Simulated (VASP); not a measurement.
## Ti: single point with RPBE+D3(BJ)

Crystal: Ti.

```
Ti
1.0
     0.00000    1.85993    1.85993
     1.85993    0.00000    1.85993
     1.85993    1.85993    0.00000
Ti
1
Cartesian
  0.0000 0.0000 0.0000
```

```yaml
Program: VASP 6.6.1
Task: single point
Functional: RPBE
Dispersion: D3(BJ)
Potentials_or_basis: VASP PAW PBE potentials, release 64 (Ti_sv)
Cutoff: 520 eV
k_mesh: 11 × 11 × 11
Occupations: fermi-dirac, width 0.05 eV
Spin: no spin polarisation
Dipole_correction: no
Further_INCAR_settings: ALGO = Normal; EDIFF = 1e-06; NBANDS = 12
```

The pressure is -1.0 GPa and the band gap on the k mesh is zero (band 6 reaches 12.92 eV, above the bottom of band 7 at 11.55 eV). The dispersion energy per atom is -4.839 eV.

Levels at points of the mesh, in eV from the Fermi level:
```csv
k point,band 3,band 4,band 5,band 6,band 7,band 8,band 9,band 10
"(0.00, 0.00, 0.00)",-31.67,-31.67,-6.61,1.03,1.03,1.03,3.46,3.46
```

Run time: 6.7 s on 1 thread of Intel Xeon 6975P-C, on a shared host, peak memory 0.14 GiB.

Caveat: the PAW data sets were made with another functional, which shifts forces and pressure a little; pairwise dispersion overbinds metals, which lowers pressure and volume.
